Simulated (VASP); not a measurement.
# Hf4C (P-3m1) in VASP: notebook

The runs below take Hf4C through single point, with PBE.

Program: VASP 6.6.1. These are calculated values, not measurements. Logs are shortened: lines on timing, memory, paths and dates and some standing lists are left out, and cuts for length are marked.

## 1. The cell of the first run

The structure is trigonal, space group P-3m1 (No. 164). Conventional cell: a = 3.278 Å, b = 3.278 Å, c = 10.479 Å, α = 90.00°, β = 90.00°, γ = 120.00°. Hf (site symmetry 3m) has 3 C at 2.29 Å within 3.0 Å. Within 4.1 Å of Hf (site symmetry 3m) lie 12 Hf at 3.11 to 3.31 Å. C (site symmetry -3m) has 6 Hf at 2.29 Å within 3.0 Å.

## 2. Single point, PBE (volume scaled by 1.03, then relaxed in part)

File INCAR:

```
  ALGO = Normal
  EDIFF = 1E-7
  ENCUT = 520
  GGA = PE
  ISIF = 2
  ISMEAR = 0
  LASPH = T
  LCHARG = F
  LREAL = F
  LWAVE = F
  NBANDS = 30
  NELM = 100
  PREC = Accurate
  SIGMA = 0.1
```

File KPOINTS:

```
k-points
0
Gamma
  12 12 4
```

File POSCAR:

```
Hf4C
1.0
    3.2777882649      0.0000000000      0.0000000000
   -1.6388941325      2.8386479056      0.0000000000
    0.0000000000      0.0000000000     10.4788701895
Hf C
4 1
Direct
    0.6666666667      0.3333333333      0.8773152234
    0.3333333333      0.6666666667      0.1226847766
    0.6666666667      0.3333333333      0.3822843768
    0.3333333333      0.6666666667      0.6177156232
    0.0000000000      0.0000000000      0.0000000000
```

Potentials or basis: VASP PAW PBE potentials, release 64 (Hf_pv, C).

Run with:

```console
> cat potpaw_PBE.64/Hf_pv/POTCAR potpaw_PBE.64/C/POTCAR > POTCAR
> mpirun -np 1 vasp_std > vasp.out
```

OUTCAR:

```text
EDIFF = 1E-7
   ENCUT = 520
   GGA = PE
   ISIF = 2
   ISMEAR = 0
   LASPH = T
   LREAL = F
   NELM = 100
   PREC = Accurate

 ion  position               nearest neighbor table
   1  0.667  0.333  0.877-   5 2.29   5 2.29   5 2.29   2 3.19   2 3.19   2 3.19   4 3.31   4 3.31
                             4 3.31
   2  0.333  0.667  0.123-   5 2.29   5 2.29   5 2.29   1 3.19   1 3.19   1 3.19   3 3.31   3 3.31
                             3 3.31
   3  0.667  0.333  0.382-   4 3.11   4 3.11   4 3.11   2 3.31   2 3.31   2 3.31
   4  0.333  0.667  0.618-   3 3.11   3 3.11   3 3.11   1 3.31   1 3.31   1 3.31
   5  0.000  0.000  0.000-   1 2.29   2 2.29   2 2.29   1 2.29   1 2.29   2 2.29

  LATTYP: Found a hexagonal cell.
 ALAT       =     3.2777882649
 C/A-ratio  =     3.1969332192

  Lattice vectors:

 A1 = (   3.2777882649,   0.0000000000,   0.0000000000)
 A2 = (  -1.6388941325,   2.8386479056,   0.0000000000)
 A3 = (   0.0000000000,   0.0000000000,  10.4788701895)

Analysis of symmetry for initial positions (statically):
=====================================================================
 Subroutine PRICEL returns:
 Original cell was already a primitive cell.

 Routine SETGRP: Setting up the symmetry group for a
 hexagonal supercell.

 Subroutine GETGRP returns: Found 12 space group operations
 (whereof 12 operations were pure point group operations)
 out of a pool of 24 trial point group operations.

The static configuration has the point symmetry D_3d.

Analysis of symmetry for dynamics (positions and initial velocities):
=====================================================================
 Subroutine PRICEL returns:
 Original cell was already a primitive cell.

 Routine SETGRP: Setting up the symmetry group for a
 hexagonal supercell.

 Subroutine GETGRP returns: Found 12 space group operations
 (whereof 12 operations were pure point group operations)
 out of a pool of 24 trial point group operations.

The dynamic configuration has the point symmetry D_3d.

 Subroutine INISYM returns: Found 12 space group operations
 (whereof 12 operations are pure point group operations),
 and found     1 'primitive' translations

----------------------------------------------------------------------------------------

                                     Primitive cell

  volume of cell :      97.5005

  direct lattice vectors                    reciprocal lattice vectors
[... 89 lines left out ...]
   LSORBIT =      F    spin-orbit coupling
   LASPH  =      T    aspherical Exc in radial PAW
   ENCUT  =  520.0 eV  38.22 Ry    6.18 a.u.   6.09  6.09 19.48*2*pi/ulx,y,z
   NELM   =    100;   NELMIN=  2; NELMDL= -5     # of ELM steps
   EDIFF  = 0.1E-06   stopping-criterion for ELM
   LREAL  =      F    real-space projection
   EDIFFG = 0.1E-05   stopping-criterion for IOM
   NSW    =      0    number of steps for IOM
   IBRION =     -1    ionic relax: 0-MD 1-quasi-New 2-CG
   NFREE  =      0    steps in history (QN), initial steepest desc. (CG)
   ISIF   =      2    stress and relaxation
   ISYM   =      2    0-nonsym 1-usesym 2-fastsym
   POTIM  = 0.5000    time-step for ionic-motion
   TEBEG  =    0.0;   TEEND  =   0.0 temperature during run
   PSTRESS=    0.0 pullay stress
   NELECT =      44.0000    total number of electrons
   NUPDOWN=      -1.0000    fix difference up-down
   EMIN   =  10.00;   EMAX   =-10.00  energy-range for DOS
   EFERMI =   0.00;   METHOD = LEGACY
   ISMEAR =     0;   SIGMA  =   0.10  broadening in eV -4-tet -1-fermi 0-gaus
   EFERMI_NEDOS =   21; number of points for ismear=-14 and -15
   IALGO  =     38    algorithm
   IMIX   =      4    mixing-type and parameters
     AMIX     =   0.40;   BMIX     =  1.00
     AMIX_MAG =   1.60;   BMIX_MAG =  1.00
  volume/ion in A,a.u.               =      19.50       131.59
  Fermi-wavevector in a.u.,A,eV,Ry     =   1.255712  2.372952 21.453843  1.576813
  Thomas-Fermi vector in A             =   2.389455
   LORBIT       =      0    0 simple, 1 ext, 2 COOP (PROOUT), +10 PAW based schemes
   GGA     = PE    functional components
   LHFCALC =     F    Hartree Fock is set to
   AEXX    =    0.0000 exact exchange contribution
   IVDW    =     0    specifies the selected vdW correction
   LEPSILON=     F    determine dielectric tensor
   LRPA    =     F    only Hartree local field effects (RPA)
 non-spin polarized calculation
 Gauss-broadening in eV      SIGMA  =   0.10
  energy-cutoff  :      520.00
  volume of cell :       97.50
 maximum number of plane-waves:      2676
   NGX = 13   NGY = 13   NGZ = 39

 number of electron      43.9999992 magnetization

 Free energy of the ion-electron system (eV)
  ---------------------------------------------------
  ext. energy  EPLUGINS =         0.00000000
  ---------------------------------------------------
  free energy    TOTEN  =       -50.83305956 eV

  energy without entropy =      -50.81625422  energy(sigma->0) =      -50.82465689

 E-fermi :   4.7941     XC(G=0): -11.2754

 val. band max:        4.7873481757   @ k =   0.3333   0.3333   0.0000
 cond. band min:       4.8133460110   @ k =   0.2500   0.1667   0.0000
 fundamental gap:      0.0259978353
 Fermi energy:         4.7940894420

 k-point     1 :       0.0000    0.0000    0.0000
  band No.  band energies     occupation
      1     -26.1924      2.00000
      2     -25.7910      2.00000
      3     -25.7626      2.00000
      4     -25.6743      2.00000
      5     -25.6743      2.00000
      6     -25.5988      2.00000
[... 781 lines left out ...]
     29       7.3998      0.00000
     30       7.5249      0.00000

 [... further k-points ...]
[... 5 lines left out ...]
  --------------------------------------------------------------------------------------
  -------------------------------------------------------------------------------------
  Total       -2.4072263     -2.4072263     -2.3995863      0.0000000      0.0000000      0.0000000
  in kB      -39.5567509    -39.5567509    -39.4312068      0.0000000      0.0000000      0.0000000
  external PRESSURE =     -39.5149029 kB  Pullay stress =       0.0000000 kB

 VOLUME and BASIS-vectors are now :
 -----------------------------------------------------------------------------
  energy-cutoff  :      520.00
  volume of cell :       97.50
      direct lattice vectors                 reciprocal lattice vectors
     3.277788265  0.000000000  0.000000000     0.305083770  0.176140197  0.000000000
    -1.638894132  2.838647906  0.000000000     0.000000000  0.352280393  0.000000000
     0.000000000  0.000000000 10.478870190     0.000000000  0.000000000  0.095430135

 POSITION                                       TOTAL-FORCE (eV/Angst)
 -----------------------------------------------------------------------------------
      1.63889      0.94622      9.19327         0.000000      0.000000      0.059938
     -0.00000      1.89243      1.28560        -0.000000      0.000000     -0.059938
      1.63889      0.94622      4.00591        -0.000000     -0.000000      0.026236
     -0.00000      1.89243      6.47296         0.000000      0.000000     -0.026236
      0.00000      0.00000      0.00000        -0.000000      0.000000      0.000000
 -----------------------------------------------------------------------------------
    total drift:                               -0.000000      0.000000      0.000000

  FREE ENERGIE OF THE ION-ELECTRON SYSTEM (eV)
  ---------------------------------------------------
  free  energy   TOTEN  =       -50.8330595568 eV

  energy  without entropy=      -50.8162542166  energy(sigma->0) =      -50.82465689
```

OSZICAR:

```text
N       E                     dE             d eps       ncg     rms          rms(c)
DAV:   1     0.167020925950E+03    0.16702E+03   -0.24438E+04  4156   0.141E+03
DAV:   2    -0.445922631453E+02   -0.21161E+03   -0.20358E+03  4924   0.336E+02
DAV:   3    -0.562691426775E+02   -0.11677E+02   -0.11263E+02  5448   0.500E+01
DAV:   4    -0.565010052493E+02   -0.23186E+00   -0.23084E+00  5226   0.732E+00
DAV:   5    -0.565052971359E+02   -0.42919E-02   -0.42897E-02  5222   0.929E-01    0.950E+01
DAV:   6    -0.512556804055E+02    0.52496E+01   -0.31477E+01  5094   0.201E+01    0.586E+01
DAV:   7    -0.526999238175E+02   -0.14442E+01   -0.17835E+01  5602   0.151E+01    0.255E+01
DAV:   8    -0.508593873784E+02    0.18405E+01   -0.16574E+01  5386   0.892E+00    0.612E+00
DAV:   9    -0.508456231526E+02    0.13764E-01   -0.76537E-01  5174   0.308E+00    0.271E+00
DAV:  10    -0.508349480494E+02    0.10675E-01   -0.62483E-02  5016   0.109E+00    0.112E+00
DAV:  11    -0.508332190098E+02    0.17290E-02   -0.15853E-02  4762   0.663E-01    0.343E-01
DAV:  12    -0.508330890787E+02    0.12993E-03   -0.98567E-04  5440   0.162E-01    0.146E-01
DAV:  13    -0.508330588621E+02    0.30217E-04   -0.21598E-04  5058   0.716E-02    0.128E-01
DAV:  14    -0.508330610972E+02   -0.22351E-05   -0.22476E-05  4936   0.215E-02    0.414E-02
DAV:  15    -0.508330595477E+02    0.15495E-05   -0.43569E-06  5028   0.978E-03    0.161E-02
DAV:  16    -0.508330595568E+02   -0.90758E-08   -0.49291E-07  4592   0.345E-03
   1 F= -.50833060E+02 E0= -.50824657E+02  d E =-.168053E-01
```

It took 2.4 min on 1 thread of Intel Xeon Platinum 8488C (Sapphire Rapids), shared host; peak memory 0.3 GiB.

What came out:

```yaml
Free_energy: -50.8331 eV
Pressure: -4.0 GPa
Largest_force: 0.060 eV/Å
Band_gap_on_the_k_mesh: zero (band 22 reaches 5.93 eV, above the bottom of band 23 at 4.25 eV)
```

Forces in eV/Å, atoms in the order of the input:
```
Hf   0.000  0.000  0.060
Hf   0.000  0.000 -0.060
Hf   0.000  0.000  0.026
Hf   0.000  0.000 -0.026
C    0.000  0.000  0.000
```

Caveat: spin-orbit coupling is left out, which moves the levels of the heavy elements.

(Part 1 of 2 ends here.)
